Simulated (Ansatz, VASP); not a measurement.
# BiB in VASP and in Ansatz

```
CELL_PARAMETERS angstrom
3.76894 0.00000 0.00000
-1.88447 3.26400 0.00000
0.00000 0.00000 6.21606
ATOMIC_POSITIONS crystal
B 0.33333 0.66667 0.00044
B 0.66667 0.33333 0.50044
Bi 0.33333 0.66667 0.37456
Bi 0.66667 0.33333 0.87456
```

Change from the starting cell: hydrostatic strain -2.5%.

Alike in both runs: task single point; functional r2SCAN; k mesh 12 × 12 × 4; no spin polarisation.

```csv
,VASP,Ansatz
version,VASP 6.6.1,Ansatz 0.2.0
potentials or method,"VASP PAW PBE potentials, release 64 (B, Bi_d)","plane waves, PAW"
plane-wave cutoff (eV),520,500
occupations,"gaussian, width 0.01 eV",fixed
valence electrons in the cell,36,36
```

Ansatz gave:

| Property | Result |
| --- | --- |
| gap on the k mesh at the Fermi level (eV) | 0.46 |
| pressure (GPa) | 7.2 |
| traceless stress, the component that is largest in VASP (GPa) | 0.09 |

Estimate VASP's values.

gap on the k mesh at the Fermi level (eV): 0.46; pressure (GPa): 7.2; traceless stress, the component that is largest in VASP (GPa): 0.10.

VASP's potentials were made for PBE, not for r2SCAN.

Neither program's run includes spin-orbit coupling.
